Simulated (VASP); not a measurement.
# ZnBF5 (P4/mmm) in VASP: notebook

The runs below take ZnBF5 through single point, relaxation of cell and atoms, with r2SCAN+rVV10, PBEsol.

All numbers are computed with VASP 6.6.1; they aren't measurements. Logs are shortened: lines on timing, memory, paths and dates and some standing lists are left out, and cuts for length are marked.

**1. The cell of the first run**

Symmetry: P4/mmm, No. 123, tetragonal system. The conventional cell has a = 3.100 Å, b = 3.100 Å, c = 5.893 Å, α = 90.00°, β = 90.00°, γ = 90.00°. Within 2.9 Å of Zn (site symmetry 4/mmm) lie 12 F at 2.19 to 2.45 Å. B (site symmetry 4/mmm) has 8 F at 1.87 Å within 2.5 Å. F (site symmetry 2mm) has 2 B at 1.87 Å and 7 F at 2.09 to 2.45 Å and 2 Zn at 2.45 Å within 2.5 Å. Within 3.2 Å of F (site symmetry 4/mmm) lie 4 Zn at 2.19 Å and 12 F at 2.45 to 3.10 Å and 2 B at 2.95 Å.

**2. Single point, r2SCAN+rVV10**

POSCAR reads:

```
ZnBF5
1.0
    3.1001240886      0.0000000000      0.0000000000
    0.0000000000      3.1001240886      0.0000000000
    0.0000000000      0.0000000000      5.8929470434
Zn B F
1 1 5
Direct
    0.5000000000      0.5000000000      0.0000000000
    0.0000000000      0.0000000000      0.5000000000
    0.0000000000      0.5000000000      0.3225830146
    0.0000000000      0.5000000000      0.6774169854
    0.5000000000      0.0000000000      0.3225830146
    0.5000000000      0.0000000000      0.6774169854
    0.0000000000      0.0000000000      0.0000000000
```

INCAR.step1 reads:

```
SYSTEM = ZnBF5
PREC = Accurate
ENCUT = 520
ISMEAR = -1
SIGMA = 0.03
LREAL = .False.
LASPH = .True.
NELM = 60
NBANDS = 34
GGA = PE
ALGO = Normal
EDIFF = 1E-4
LWAVE = .True.
LCHARG = .False.
```

INCAR.step2 reads:

```
SYSTEM = ZnBF5
PREC = Accurate
ENCUT = 520
EDIFF = 1E-7
ISMEAR = -1
SIGMA = 0.03
LREAL = .False.
LASPH = .True.
NELM = 60
ALGO = Normal
ISIF = 2
LWAVE = .False.
LCHARG = .False.
METAGGA = R2SCAN
LMIXTAU = .True.
LUSE_VDW = .True.
IVDW_NL = 2
BPARAM = 11.95
CPARAM = 0.0093
NBANDS = 34
ISTART = 1
```

KPOINTS reads:

```
Automatic mesh
0
Gamma
  8 8 4
  0 0 0
```

Potentials or basis: VASP PAW PBE potentials, release 64 (Zn, B, F).

Command:

```console
> cat potpaw_PBE.64/Zn/POTCAR potpaw_PBE.64/B/POTCAR potpaw_PBE.64/F/POTCAR > POTCAR
> cp INCAR.step1 INCAR
> mpirun -np 1 vasp_std > vasp.out
> cp INCAR.step2 INCAR
> mpirun -np 1 vasp_std > vasp.out
```

OUTCAR:

```text
SYSTEM = ZnBF5
   PREC = Accurate
   ENCUT = 520
   EDIFF = 1E-7
   ISMEAR = -1
   LREAL = .False.
   LASPH = .True.
   NELM = 60
   ISIF = 2
   METAGGA = R2SCAN
   IVDW_NL = 2
   BPARAM = 11.95
   ISTART = 1

 ion  position               nearest neighbor table
   1  0.500  0.500  0.000-   7 2.19   7 2.19   7 2.19   7 2.19   3 2.45   5 2.45   6 2.45   4 2.45
                             3 2.45   4 2.45   5 2.45   6 2.45
   2  0.000  0.000  0.500-   3 1.87   4 1.87   5 1.87   6 1.87   3 1.87   4 1.87   5 1.87   6 1.87

   3  0.000  0.500  0.323-   2 1.87   2 1.87   1 2.45   1 2.45
   4  0.000  0.500  0.677-   2 1.87   2 1.87   1 2.45   1 2.45
   5  0.500  0.000  0.323-   2 1.87   2 1.87   1 2.45   1 2.45
   6  0.500  0.000  0.677-   2 1.87   2 1.87   1 2.45   1 2.45
   7  0.000  0.000  0.000-   1 2.19   1 2.19   1 2.19   1 2.19

  LATTYP: Found a simple tetragonal cell.
 ALAT       =     3.1001240886
 C/A-ratio  =     1.9008745699

  Lattice vectors:

 A1 = (   3.1001240886,   0.0000000000,   0.0000000000)
 A2 = (   0.0000000000,   3.1001240886,   0.0000000000)
 A3 = (   0.0000000000,   0.0000000000,   5.8929470434)

Analysis of symmetry for initial positions (statically):
=====================================================================
 Subroutine PRICEL returns:
 Original cell was already a primitive cell.

 Routine SETGRP: Setting up the symmetry group for a
 simple tetragonal supercell.

 Subroutine GETGRP returns: Found 16 space group operations
 (whereof 16 operations were pure point group operations)
 out of a pool of 16 trial point group operations.

The static configuration has the point symmetry D_4h.

Analysis of symmetry for dynamics (positions and initial velocities):
=====================================================================
 Subroutine PRICEL returns:
 Original cell was already a primitive cell.

 Routine SETGRP: Setting up the symmetry group for a
 simple tetragonal supercell.

 Subroutine GETGRP returns: Found 16 space group operations
 (whereof 16 operations were pure point group operations)
 out of a pool of 16 trial point group operations.

The dynamic configuration has the point symmetry D_4h.

 Subroutine INISYM returns: Found 16 space group operations
 (whereof 16 operations are pure point group operations),
 and found     1 'primitive' translations

----------------------------------------------------------------------------------------

                                     Primitive cell

  volume of cell :      56.6358

  direct lattice vectors                    reciprocal lattice vectors
     3.100124089  0.000000000  0.000000000     0.322567733  0.000000000  0.000000000
     0.000000000  3.100124089  0.000000000     0.000000000  0.322567733  0.000000000
     0.000000000  0.000000000  5.892947043     0.000000000  0.000000000  0.169694381

  length of vectors
     3.100124089  3.100124089  5.892947043     0.322567733  0.322567733  0.169694381

  position of ions in fractional coordinates (direct lattice)
     0.500000000  0.500000000  0.000000000
     0.000000000  0.000000000  0.500000000
     0.000000000  0.500000000  0.322583015
     0.000000000  0.500000000  0.677416985
     0.500000000  0.000000000  0.322583015
     0.500000000  0.000000000  0.677416985
     0.000000000  0.000000000  0.000000000

  ion indices of the primitive-cell ions
   primitive index   ion index
                 1           1
                 2           2
                 3           3
                 4           4
                 5           5
                 6           6
                 7           7

----------------------------------------------------------------------------------------

 KPOINTS: Automatic mesh

Automatic generation of k-mesh.
 Grid dimensions read from file:
 generate k-points for:    8    8    4

 Generating k-lattice:

  Cartesian coordinates                     Fractional coordinates (reciprocal lattice)
     0.040320967  0.000000000  0.000000000     0.125000000  0.000000000  0.000000000
     0.000000000  0.040320967  0.000000000     0.000000000  0.125000000  0.000000000
     0.000000000  0.000000000  0.042423595     0.000000000  0.000000000  0.250000000

  Length of vectors
     0.040320967  0.040320967  0.042423595

  Shift w.r.t. Gamma in fractional coordinates (k-lattice)
     0.000000000  0.000000000  0.000000000

 Subroutine IBZKPT returns following result:
 ===========================================

 Found     45 irreducible k-points:

 Following reciprocal coordinates:
            Coordinates               Weight
  0.000000  0.000000  0.000000      1.000000
  0.125000  0.000000  0.000000      4.000000
  0.250000  0.000000  0.000000      4.000000
  0.375000  0.000000  0.000000      4.000000
  0.500000  0.000000  0.000000      2.000000
  0.125000  0.125000  0.000000      4.000000
[... 16 lines left out ...]
  0.375000  0.125000  0.250000     16.000000
  0.500000  0.125000  0.250000      8.000000
 [... further k-points ...]
   k-points           NKPTS =     45   k-points in BZ     NKDIM =     45   number of bands    NBANDS=     34
   number of dos      NEDOS =    301   number of ions     NIONS =      7
   total plane-waves  NPLWV =  27648
   dimension x,y,z NGX =    24 NGY =   24 NGZ =   48
   dimension x,y,z NGXF=    48 NGYF=   48 NGZF=   96
   ions per type =               1   1   5
   NGX,Y,Z   is equivalent  to a cutoff of  12.87, 12.87, 13.54 a.u.
   NGXF,Y,Z  is equivalent  to a cutoff of  25.74, 25.74, 27.08 a.u.
 SYSTEM =  ZnBF5
   PREC   = accura    normal or accurate (medium, high low for compatibility)
   ISTART =      1    job   : 0-new  1-cont  2-samecut
   ICHARG =      0    charge: 1-file 2-atom 10-const
   ISPIN  =      1    spin polarized calculation?
   LNONCOLLINEAR =      F non collinear calculations
   LSORBIT =      F    spin-orbit coupling
   LASPH  =      T    aspherical Exc in radial PAW
   ENCUT  =  520.0 eV  38.22 Ry    6.18 a.u.   5.76  5.76 10.96*2*pi/ulx,y,z
   NELM   =     60;   NELMIN=  2; NELMDL=  0     # of ELM steps
   EDIFF  = 0.1E-06   stopping-criterion for ELM
   LREAL  =      F    real-space projection
   EDIFFG = 0.1E-05   stopping-criterion for IOM
   NSW    =      0    number of steps for IOM
   IBRION =     -1    ionic relax: 0-MD 1-quasi-New 2-CG
   NFREE  =      0    steps in history (QN), initial steepest desc. (CG)
   ISIF   =      2    stress and relaxation
   ISYM   =      2    0-nonsym 1-usesym 2-fastsym
   POTIM  = 0.5000    time-step for ionic-motion
   TEBEG  =    0.0;   TEEND  =   0.0 temperature during run
   PSTRESS=    0.0 pullay stress
   NELECT =      50.0000    total number of electrons
   NUPDOWN=      -1.0000    fix difference up-down
   EMIN   =  10.00;   EMAX   =-10.00  energy-range for DOS
   EFERMI =   0.00;   METHOD = LEGACY
   ISMEAR =    -1;   SIGMA  =   0.03  broadening in eV -4-tet -1-fermi 0-gaus
   EFERMI_NEDOS =   21; number of points for ismear=-14 and -15
   IALGO  =     38    algorithm
   IMIX   =      4    mixing-type and parameters
     AMIX     =   0.40;   BMIX     =  1.00
     AMIX_MAG =   1.60;   BMIX_MAG =  1.00
  volume/ion in A,a.u.               =       8.09        54.60
  Fermi-wavevector in a.u.,A,eV,Ry     =   1.570488  2.967792 33.557849  2.466432
  Thomas-Fermi vector in A             =   2.672214
   LORBIT       =      0    0 simple, 1 ext, 2 COOP (PROOUT), +10 PAW based schemes
   METAGGA = R2SCAN    functional components
   LHFCALC =     F    Hartree Fock is set to
   AEXX    =    0.0000 exact exchange contribution
   IVDW_NL    =     2    kernel type
   BPARAM     =11.9500
   IVDW    =     0    specifies the selected vdW correction
   LEPSILON=     F    determine dielectric tensor
   LRPA    =     F    only Hartree local field effects (RPA)
 non-spin polarized calculation
  energy-cutoff  :      520.00
  volume of cell :       56.64
 maximum number of plane-waves:      1552
 NGX is ok and might be reduce to    24
   NGX = 11   NGY = 11   NGZ = 21

 number of electron      50.0000000 magnetization

 Free energy of the ion-electron system (eV)
  ---------------------------------------------------
  ext. energy  EPLUGINS =         0.00000000
  ---------------------------------------------------
  free energy    TOTEN  =       -40.35856218 eV

  energy without entropy =      -40.35856218  energy(sigma->0) =      -40.35856218

 E-fermi :   2.6245     XC(G=0): -12.6556

 val. band max:        1.8971334311   @ k =   0.5000   0.5000   0.5000
 cond. band min:       3.7162927653   @ k =   0.0000   0.0000   0.0000
 fundamental gap:      1.8191593342
 Fermi energy:         2.6245330452

 k-point     1 :       0.0000    0.0000    0.0000
  band No.  band energies     occupation
      1     -23.6760      2.00000
      2     -22.2634      2.00000
      3     -21.5968      2.00000
      4     -20.5252      2.00000
      5     -19.6585      2.00000
      6      -5.8406      2.00000
[... 26 lines left out ...]
     33      17.8666      0.00000
     34      18.3497      0.00000

 k-point     2 :       0.1250    0.0000    0.0000
  band No.  band energies     occupation
      1     -23.5700      2.00000
      2     -22.1692      2.00000
      3     -21.5742      2.00000
      4     -20.6497      2.00000
      5     -19.7599      2.00000
      6      -5.8686      2.00000
[... 26 lines left out ...]
     33      16.4554      0.00000
     34      18.0290      0.00000

 k-point     3 :       0.2500    0.0000    0.0000
  band No.  band energies     occupation
      1     -23.2647      2.00000
      2     -21.8978      2.00000
      3     -21.5300      2.00000
      4     -20.9893      2.00000
      5     -20.0474      2.00000
      6      -5.8865      2.00000
[... 26 lines left out ...]
     33      17.2170      0.00000
     34      17.2886      0.00000

 k-point     4 :       0.3750    0.0000    0.0000
  band No.  band energies     occupation
      1     -22.8002      2.00000
      2     -21.6554      2.00000
      3     -21.4853      2.00000
      4     -21.3193      2.00000
      5     -20.4775      2.00000
      6      -5.8067      2.00000
[... 26 lines left out ...]
     33      16.5833      0.00000
     34      18.1883      0.00000

 k-point     5 :       0.5000    0.0000    0.0000
  band No.  band energies     occupation
      1     -22.3519      2.00000
      2     -22.0716      2.00000
      3     -21.3468      2.00000
      4     -21.0384      2.00000
      5     -20.9322      2.00000
      6      -5.6847      2.00000
[... 621 lines left out ...]
 k-point    22 :       0.2500    0.1250    0.2500
  band No.  band energies     occupation
      1     -23.1175      2.00000
      2     -22.0670      2.00000
      3     -21.3166      2.00000
      4     -21.0623      2.00000
      5     -20.1070      2.00000
      6      -6.0031      2.00000
[... 26 lines left out ...]
     33      16.0445      0.00000
     34      17.6747      0.00000

 k-point    23 :       0.3750    0.1250    0.2500
  band No.  band energies     occupation
      1     -22.6767      2.00000
      2     -21.7917      2.00000
      3     -21.5253      2.00000
      4     -21.1644      2.00000
      5     -20.4834      2.00000
      6      -6.0375      2.00000
[... 26 lines left out ...]
     33      15.8790      0.00000
     34      18.2196      0.00000

 k-point    24 :       0.5000    0.1250    0.2500
  band No.  band energies     occupation
      1     -22.2305      2.00000
      2     -22.0429      2.00000
      3     -21.5758      2.00000
      4     -20.9258      2.00000
      5     -20.8557      2.00000
      6      -6.0024      2.00000
[... 26 lines left out ...]
     33      15.7919      0.00000
     34      18.5466      0.00000

 [... further k-points ...]

------------------------ aborting loop because EDIFF is reached ----------------------------------------

  FORCE on cell =-STRESS in cart. coord.  units (eV):
  Direction    XX          YY          ZZ          XY          YZ          ZX
  --------------------------------------------------------------------------------------
  -------------------------------------------------------------------------------------
  Total        0.0417859      0.0417859     -0.1040100      0.0000000      0.0000000      0.0000000
  in kB        1.1820862      1.1820862     -2.9423551      0.0000000      0.0000000      0.0000000
  external PRESSURE =      -0.1927276 kB  Pullay stress =       0.0000000 kB

 VOLUME and BASIS-vectors are now :
 -----------------------------------------------------------------------------
  energy-cutoff  :      520.00
  volume of cell :       56.64
      direct lattice vectors                 reciprocal lattice vectors
     3.100124089  0.000000000  0.000000000     0.322567733  0.000000000  0.000000000
     0.000000000  3.100124089  0.000000000     0.000000000  0.322567733  0.000000000
     0.000000000  0.000000000  5.892947043     0.000000000  0.000000000  0.169694381

 POSITION                                       TOTAL-FORCE (eV/Angst)
 -----------------------------------------------------------------------------------
      1.55006      1.55006      0.00000        -0.000000      0.000000      0.000000
      0.00000      0.00000      2.94647        -0.000000      0.000000      0.000000
      0.00000      1.55006      1.90096         0.000000     -0.000000     -0.002584
      0.00000      1.55006      3.99198         0.000000     -0.000000      0.002584
      1.55006      0.00000      1.90096        -0.000000      0.000000     -0.002584
      1.55006      0.00000      3.99198        -0.000000      0.000000      0.002584
      0.00000      0.00000      0.00000        -0.000000      0.000000      0.000000
 -----------------------------------------------------------------------------------
    total drift:                                0.000000     -0.000000     -0.000000

  FREE ENERGIE OF THE ION-ELECTRON SYSTEM (eV)
  ---------------------------------------------------
  free  energy   TOTEN  =       -40.3585621843 eV

  energy  without entropy=      -40.3585621843  energy(sigma->0) =      -40.35856218
```

It took 5.9 min on 1 thread of Intel Xeon Platinum 8259CL at 2.50GHz (Skylake/Cascade Lake), shared host; peak memory 0.33 GiB.

What came out:

| Property | Result |
| --- | --- |
| Free energy | -40.3586 eV |
| Pressure | 0.0 GPa |
| Band gap on the k mesh | 1.82 eV (least direct gap 2.62 eV) |

Forces on the atoms (eV/Å):
```
Zn   0.000  0.000  0.000
B    0.000  0.000  0.000
F    0.000  0.000 -0.003
F    0.000  0.000  0.003
F    0.000  0.000 -0.003
F    0.000  0.000  0.003
F    0.000  0.000  0.000
```

Caveat: the PAW data sets were made with another functional, which shifts forces and pressure a little. A k mesh can miss the band edges.

(Part 1 of 2 ends here.)
